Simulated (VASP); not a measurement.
Wanted: the native input for a VASP 6.6.1 run.

```
Task                   : single point
Functional             : PBE
Potentials or basis    : VASP PAW PBE potentials, release 64 (Hf_pv, N)
Cutoff                 : 520 eV
k mesh                 : 22 × 22 × 22
Occupations            : gaussian, width 0.15 eV
Spin                   : no spin polarisation
Dipole correction      : no
Further INCAR settings : ALGO = Normal; EDIFF = 1e-06; NBANDS = 14
```

The structure of HfN lies in POSCAR:

```
HfN
1.0
    0.0000000000      2.3307439726      2.2170491446
    2.3307439726      0.0000000000      2.2170491446
    2.3307439726      2.3307439726      0.0000000000
Hf N
1 1
Direct
    0.0000000000      0.0000000000      0.0000000000
    0.5000000000      0.5000000000      0.5000000000
```

This cell differs from its parent crystal: strain +0.025 along x and y, -0.025 along z.

The input as run:

INCAR

```
PREC     = Accurate       # precision mode
ENCUT    = 520            # plane-wave cutoff, eV
EDIFF    = 1E-6           # SCF threshold, eV
ISMEAR   = 0              # smearing method
SIGMA    = 0.15           # smearing width, eV
LREAL    = False          # projectors in reciprocal space
LASPH    = True           # aspherical terms in the spheres
NELM     = 80             # most SCF steps
ALGO     = Normal         # electronic algorithm
ISIF     = 2              # what is computed and relaxed
LWAVE    = False          # write WAVECAR
LCHARG   = True           # write CHGCAR
GGA      = PE             # functional
LELF     = True           # ELF
LVHAR    = True         
NBANDS   = 14             # bands
```

KPOINTS

```
Automatic mesh
0
Gamma
  22 22 22
```

Potentials or basis: VASP PAW PBE potentials, release 64 (Hf_pv, N).

Launch:

```bash
$ cat potpaw_PBE.64/Hf_pv/POTCAR potpaw_PBE.64/N/POTCAR > POTCAR
$ mpirun -np 1 vasp_std > vasp.out
```

Results of the run:

```
Pressure               : -6.8 GPa
Band gap on the k mesh : zero (an odd number of electrons rules out a gap without spin polarisation)
```

Caveat: the cell differs from its parent crystal (strain +0.025 along x and y, -0.025 along z); the cell stands under tension; spin-orbit coupling is left out, which moves the levels of the heavy elements.

Run time: 2.9 min on 1 thread of Intel(R) Xeon(R) Platinum 8488C (Sapphire Rapids), on a shared host, peak memory 0.39 GiB.
